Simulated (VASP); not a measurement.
# NaScSe2 (P4/nmm) in VASP: further runs

The runs below take NaScSe2 through single point, with PBE.

Everything below comes from runs of VASP 6.6.1. Logs are shortened: lines on timing, memory, paths and dates and some standing lists are left out, and cuts for length are marked.

## Step 1: The cell of the first run

It takes space group P4/nmm (No. 129, tetragonal). Conventional cell: a = 4.052 Å, b = 4.052 Å, c = 11.815 Å, α = 90.00°, β = 90.00°, γ = 90.00°. Within 4.2 Å of Na (site symmetry 4mm) lie 6 Se at 2.90 to 3.34 Å and 8 Na at 3.90 to 4.05 Å and 4 Sc at 4.11 Å. Se (site symmetry 4mm) has 1 Sc at 2.48 Å and 5 Na at 2.90 to 3.11 Å within 3.3 Å. Within 3.8 Å of Se (site symmetry 4mm) lie 5 Sc at 2.89 Å and 1 Na at 3.34 Å and 4 Se at 3.80 Å. Within 3.3 Å of Sc (site symmetry 4mm) lie 6 Se at 2.48 to 2.89 Å.

## Step 2: Single point, PBE (24.25 Å³/atom)

INCAR

```
SYSTEM = NaScSe2
ALGO = Normal ; EDIFF = 1E-6
ENCUT = 520 ; GGA = PE
ISIF = 2 ; ISMEAR = 0
LASPH = .True. ; LCHARG = .False.
LREAL = .False. ; LWAVE = .False.
NBANDS = 40 ; NELM = 60
PREC = Accurate ; SIGMA = 0.01
```

KPOINTS

```
k-points
0
Gamma
  6 6 2
  0 0 0
```

POSCAR

```
NaScSe2
1.0
    4.0524369425      0.0000000000      0.0000000000
    0.0000000000      4.0524369425      0.0000000000
    0.0000000000      0.0000000000     11.8154513905
Na Se Sc
2 4 2
Direct
    0.5000000000      0.0000000000      0.8880275789
    0.0000000000      0.5000000000      0.1119724211
    0.5000000000      0.0000000000      0.1513099164
    0.0000000000      0.5000000000      0.3944215366
    0.5000000000      0.0000000000      0.6055784634
    0.0000000000      0.5000000000      0.8486900836
    0.5000000000      0.0000000000      0.3611484998
    0.0000000000      0.5000000000      0.6388515002
```

Potentials or basis: VASP PAW PBE potentials, release 64 (Na_pv, Se, Sc_sv).

Started as:

```console
cat potpaw_PBE.64/Na_pv/POTCAR potpaw_PBE.64/Se/POTCAR potpaw_PBE.64/Sc_sv/POTCAR > POTCAR
mpirun -np 1 vasp_std > vasp.out
```

OUTCAR:

```text
SYSTEM = NaScSe2
   EDIFF = 1E-6
   ENCUT = 520
   GGA = PE
   ISIF = 2
   ISMEAR = 0
   LASPH = .True.
   LREAL = .False.
   NELM = 60
   PREC = Accurate

 ion  position               nearest neighbor table
   1  0.500  0.000  0.888-
   2  0.000  0.500  0.112-
   3  0.500  0.000  0.151-   7 2.48
   4  0.000  0.500  0.394-   8 2.89   7 2.89   7 2.89   7 2.89   7 2.89
   5  0.500  0.000  0.606-   7 2.89   8 2.89   8 2.89   8 2.89   8 2.89
   6  0.000  0.500  0.849-   8 2.48
   7  0.500  0.000  0.361-   3 2.48   5 2.89   4 2.89   4 2.89   4 2.89   4 2.89
   8  0.000  0.500  0.639-   6 2.48   4 2.89   5 2.89   5 2.89   5 2.89   5 2.89

  LATTYP: Found a simple tetragonal cell.
 ALAT       =     4.0524369425
 C/A-ratio  =     2.9156410225

  Lattice vectors:

 A1 = (   4.0524369425,   0.0000000000,   0.0000000000)
 A2 = (   0.0000000000,   4.0524369425,   0.0000000000)
 A3 = (   0.0000000000,   0.0000000000,  11.8154513905)

Analysis of symmetry for initial positions (statically):
=====================================================================
 Subroutine PRICEL returns:
 Original cell was already a primitive cell.

 Routine SETGRP: Setting up the symmetry group for a
 simple tetragonal supercell.

 Subroutine GETGRP returns: Found 16 space group operations
 (whereof  8 operations were pure point group operations)
 out of a pool of 16 trial point group operations.

The static configuration has the point symmetry D_2d.
 The point group associated with its full space group is D_4h.

Analysis of symmetry for dynamics (positions and initial velocities):
=====================================================================
 Subroutine PRICEL returns:
 Original cell was already a primitive cell.

 Routine SETGRP: Setting up the symmetry group for a
 simple tetragonal supercell.

 Subroutine GETGRP returns: Found 16 space group operations
 (whereof  8 operations were pure point group operations)
 out of a pool of 16 trial point group operations.

The dynamic configuration has the point symmetry D_2d.
 The point group associated with its full space group is D_4h.

 Subroutine INISYM returns: Found 16 space group operations
 (whereof  8 operations are pure point group operations),
 and found     1 'primitive' translations

----------------------------------------------------------------------------------------

                                     Primitive cell

  volume of cell :     194.0362

  direct lattice vectors                    reciprocal lattice vectors
     4.052436942  0.000000000  0.000000000     0.246765098  0.000000000  0.000000000
     0.000000000  4.052436942  0.000000000     0.000000000  0.246765098  0.000000000
     0.000000000  0.000000000 11.815451390     0.000000000  0.000000000  0.084634938

  length of vectors
     4.052436942  4.052436942 11.815451390     0.246765098  0.246765098  0.084634938

  position of ions in fractional coordinates (direct lattice)
     0.500000000  0.000000000  0.888027579
     0.000000000  0.500000000  0.111972421
     0.500000000  0.000000000  0.151309916
     0.000000000  0.500000000  0.394421537
     0.500000000  0.000000000  0.605578463
     0.000000000  0.500000000  0.848690084
     0.500000000  0.000000000  0.361148500
     0.000000000  0.500000000  0.638851500

  ion indices of the primitive-cell ions
   primitive index   ion index
                 1           1
                 2           2
                 3           3
                 4           4
                 5           5
                 6           6
                 7           7
                 8           8

----------------------------------------------------------------------------------------

 KPOINTS: k-points

Automatic generation of k-mesh.
 Grid dimensions read from file:
 generate k-points for:    6    6    2

 Generating k-lattice:

  Cartesian coordinates                     Fractional coordinates (reciprocal lattice)
     0.041127516  0.000000000  0.000000000     0.166666667  0.000000000  0.000000000
     0.000000000  0.041127516  0.000000000     0.000000000  0.166666667  0.000000000
     0.000000000  0.000000000  0.042317469     0.000000000  0.000000000  0.500000000

  Length of vectors
     0.041127516  0.041127516  0.042317469

  Shift w.r.t. Gamma in fractional coordinates (k-lattice)
     0.000000000  0.000000000  0.000000000

 Subroutine IBZKPT returns following result:
 ===========================================

 Found     20 irreducible k-points:

 Following reciprocal coordinates:
            Coordinates               Weight
  0.000000  0.000000  0.000000      1.000000
  0.166667  0.000000  0.000000      4.000000
  0.333333  0.000000  0.000000      4.000000
  0.500000  0.000000  0.000000      2.000000
  0.166667  0.166667  0.000000      4.000000
  0.333333  0.166667  0.000000      8.000000
[... 12 lines left out ...]
  0.500000  0.333333  0.500000      4.000000
  0.500000  0.500000  0.500000      1.000000
   k-points           NKPTS =     20   k-points in BZ     NKDIM =     20   number of bands    NBANDS=     40
   number of dos      NEDOS =    301   number of ions     NIONS =      8
   total plane-waves  NPLWV =  81000
   dimension x,y,z NGX =    30 NGY =   30 NGZ =   90
   dimension x,y,z NGXF=    60 NGYF=   60 NGZF=  180
   ions per type =               2   4   2
   NGX,Y,Z   is equivalent  to a cutoff of  12.31, 12.31, 12.66 a.u.
   NGXF,Y,Z  is equivalent  to a cutoff of  24.61, 24.61, 25.33 a.u.
 SYSTEM =  NaScSe2
   PREC   = accura    normal or accurate (medium, high low for compatibility)
   ISTART =      0    job   : 0-new  1-cont  2-samecut
   ICHARG =      2    charge: 1-file 2-atom 10-const
   ISPIN  =      1    spin polarized calculation?
   LNONCOLLINEAR =      F non collinear calculations
   LSORBIT =      F    spin-orbit coupling
   LASPH  =      T    aspherical Exc in radial PAW
   ENCUT  =  520.0 eV  38.22 Ry    6.18 a.u.   7.53  7.53 21.97*2*pi/ulx,y,z
   NELM   =     60;   NELMIN=  2; NELMDL= -5     # of ELM steps
   EDIFF  = 0.1E-05   stopping-criterion for ELM
   LREAL  =      F    real-space projection
   EDIFFG = 0.1E-04   stopping-criterion for IOM
   NSW    =      0    number of steps for IOM
   IBRION =     -1    ionic relax: 0-MD 1-quasi-New 2-CG
   NFREE  =      0    steps in history (QN), initial steepest desc. (CG)
   ISIF   =      2    stress and relaxation
   ISYM   =      2    0-nonsym 1-usesym 2-fastsym
   POTIM  = 0.5000    time-step for ionic-motion
   TEBEG  =    0.0;   TEEND  =   0.0 temperature during run
   PSTRESS=    0.0 pullay stress
   NELECT =      60.0000    total number of electrons
   NUPDOWN=      -1.0000    fix difference up-down
   EMIN   =  10.00;   EMAX   =-10.00  energy-range for DOS
   EFERMI =   0.00;   METHOD = LEGACY
   ISMEAR =     0;   SIGMA  =   0.01  broadening in eV -4-tet -1-fermi 0-gaus
   EFERMI_NEDOS =   21; number of points for ismear=-14 and -15
   IALGO  =     38    algorithm
   IMIX   =      4    mixing-type and parameters
     AMIX     =   0.40;   BMIX     =  1.00
     AMIX_MAG =   1.60;   BMIX_MAG =  1.00
  volume/ion in A,a.u.               =      24.25       163.68
  Fermi-wavevector in a.u.,A,eV,Ry     =   1.107043  2.092007 16.674526  1.225543
  Thomas-Fermi vector in A             =   2.243552
   LORBIT       =      0    0 simple, 1 ext, 2 COOP (PROOUT), +10 PAW based schemes
   GGA     = PE    functional components
   LHFCALC =     F    Hartree Fock is set to
   AEXX    =    0.0000 exact exchange contribution
   IVDW    =     0    specifies the selected vdW correction
   LEPSILON=     F    determine dielectric tensor
   LRPA    =     F    only Hartree local field effects (RPA)
 non-spin polarized calculation
 Gauss-broadening in eV      SIGMA  =   0.01
  energy-cutoff  :      520.00
  volume of cell :      194.04
 maximum number of plane-waves:      5265
   NGX = 15   NGY = 15   NGZ = 43

 number of electron      59.9999977 magnetization

 Free energy of the ion-electron system (eV)
  ---------------------------------------------------
  ext. energy  EPLUGINS =         0.00000000
  ---------------------------------------------------
  free energy    TOTEN  =       -40.47276955 eV

  energy without entropy =      -40.47276955  energy(sigma->0) =      -40.47276955

 E-fermi :   2.3098     XC(G=0):  -8.9930

 val. band max:        2.1478415233   @ k =   0.3333   0.0000   0.0000
 cond. band min:       2.3815288535   @ k =   0.0000   0.0000   0.0000
 fundamental gap:      0.2336873302
 Fermi energy:         2.3097775012

 k-point     1 :       0.0000    0.0000    0.0000
  band No.  band energies     occupation
      1     -47.7661      2.00000
      2     -47.7653      2.00000
      3     -26.4280      2.00000
      4     -26.4280      2.00000
      5     -26.4247      2.00000
      6     -26.4247      2.00000
[... 32 lines left out ...]
     39       4.7846      0.00000
     40       4.8197      0.00000

 k-point     2 :       0.1667    0.0000    0.0000
  band No.  band energies     occupation
      1     -47.7658      2.00000
      2     -47.7651      2.00000
      3     -26.4341      2.00000
      4     -26.4313      2.00000
      5     -26.4269      2.00000
      6     -26.4241      2.00000
[... 32 lines left out ...]
     39       5.1731      0.00000
     40       5.2899      0.00000

 k-point     3 :       0.3333    0.0000    0.0000
  band No.  band energies     occupation
      1     -47.7651      2.00000
      2     -47.7647      2.00000
      3     -26.4462      2.00000
      4     -26.4446      2.00000
      5     -26.4246      2.00000
      6     -26.4230      2.00000
[... 32 lines left out ...]
     39       5.6210      0.00000
     40       5.9123      0.00000

 k-point     4 :       0.5000    0.0000    0.0000
  band No.  band energies     occupation
      1     -47.7646      2.00000
      2     -47.7646      2.00000
      3     -26.4517      2.00000
      4     -26.4517      2.00000
      5     -26.4229      2.00000
      6     -26.4229      2.00000
[... 32 lines left out ...]
     39       6.1918      0.00000
     40       6.2969      0.00000
[... 600 lines left out ...]
     39       5.6010      0.00000
     40       5.7850      0.00000

 k-point    19 :       0.5000    0.3333    0.5000
  band No.  band energies     occupation
      1     -47.7638      2.00000
      2     -47.7638      2.00000
      3     -26.4480      2.00000
      4     -26.4480      2.00000
      5     -26.4397      2.00000
      6     -26.4397      2.00000
[... 32 lines left out ...]
     39       5.2578      0.00000
     40       5.2578      0.00000

 k-point    20 :       0.5000    0.5000    0.5000
  band No.  band energies     occupation
      1     -47.7635      2.00000
      2     -47.7635      2.00000
      3     -26.4485      2.00000
      4     -26.4485      2.00000
      5     -26.4436      2.00000
      6     -26.4436      2.00000
[... 32 lines left out ...]
     39       4.7871      0.00000
     40       4.7871      0.00000

------------------------ aborting loop because EDIFF is reached ----------------------------------------

  FORCE on cell =-STRESS in cart. coord.  units (eV):
  Direction    XX          YY          ZZ          XY          YZ          ZX
  --------------------------------------------------------------------------------------
  -------------------------------------------------------------------------------------
  Total       -1.4797592     -1.4797592     -2.0057150      0.0000000      0.0000000      0.0000000
  in kB      -12.2185252    -12.2185252    -16.5613964      0.0000000      0.0000000      0.0000000
  external PRESSURE =     -13.6661489 kB  Pullay stress =       0.0000000 kB

 VOLUME and BASIS-vectors are now :
 -----------------------------------------------------------------------------
  energy-cutoff  :      520.00
  volume of cell :      194.04
      direct lattice vectors                 reciprocal lattice vectors
     4.052436942  0.000000000  0.000000000     0.246765098  0.000000000  0.000000000
     0.000000000  4.052436942  0.000000000     0.000000000  0.246765098  0.000000000
     0.000000000  0.000000000 11.815451390     0.000000000  0.000000000  0.084634938

 POSITION                                       TOTAL-FORCE (eV/Angst)
 -----------------------------------------------------------------------------------
      2.02622      0.00000     10.49245         0.000000      0.000000     -0.017632
      0.00000      2.02622      1.32300        -0.000000     -0.000000      0.017632
      2.02622      0.00000      1.78779        -0.000000      0.000000      0.181052
      0.00000      2.02622      4.66027         0.000000      0.000000      0.051818
      2.02622      0.00000      7.15518        -0.000000      0.000000     -0.051818
      0.00000      2.02622     10.02766        -0.000000     -0.000000     -0.181052
      2.02622      0.00000      4.26713         0.000000      0.000000     -0.104226
      0.00000      2.02622      7.54832        -0.000000      0.000000      0.104226
 -----------------------------------------------------------------------------------
    total drift:                                0.000000      0.000000      0.000000

  FREE ENERGIE OF THE ION-ELECTRON SYSTEM (eV)
  ---------------------------------------------------
  free  energy   TOTEN  =       -40.4727695488 eV

  energy  without entropy=      -40.4727695488  energy(sigma->0) =      -40.47276955
```

Run time: 5.4 min. Hardware: 1 thread of Intel Xeon 8259CL, shared host; peak memory 0.35 GiB.

What came out:

- Free energy: -40.4728 eV
- Pressure: -1.4 GPa
- Largest force: 0.181 eV/Å
- Band gap on the k mesh: 0.23 eV (least direct gap 0.24 eV)

Forces on the atoms (eV/Å):
```
Na   0.000  0.000 -0.018
Na   0.000  0.000  0.018
Se   0.000  0.000  0.181
Se   0.000  0.000  0.052
Se   0.000  0.000 -0.052
Se   0.000  0.000 -0.181
Sc   0.000  0.000 -0.104
Sc   0.000  0.000  0.104
```

Stress tensor (GPa, compression positive):
```
-1.22  0.00  0.00
 0.00 -1.22  0.00
 0.00  0.00 -1.66
```

Levels at points of the mesh, in eV from the valence-band top:
```
           k point  band 26  band 27  band 28  band 29  band 30  band 31  band 32  band 33  band 34  band 35
(0.00, 0.00, 0.00)    -0.35    -0.30    -0.30    -0.01    -0.01     0.23     0.67     1.51     1.67     2.34
(0.50, 0.00, 0.00)    -1.49    -1.29    -1.29    -0.02    -0.02     2.22     2.22     2.30     2.30     2.36
(0.50, 0.50, 0.00)    -1.88    -1.28    -1.28    -1.07    -1.07     1.63     1.63     2.28     2.28     2.50
(0.00, 0.00, 0.50)    -0.98    -0.16    -0.16    -0.15    -0.15     0.23     0.67     1.51     1.67     2.35
(0.50, 0.00, 0.50)    -1.79    -0.93    -0.93    -0.02    -0.02     2.13     2.13     2.28     2.28     2.36
(0.50, 0.50, 0.50)    -1.60    -1.56    -1.56    -1.12    -1.12     1.89     1.89     2.07     2.07     2.50
```

(Part 1 of 2 ends here.)
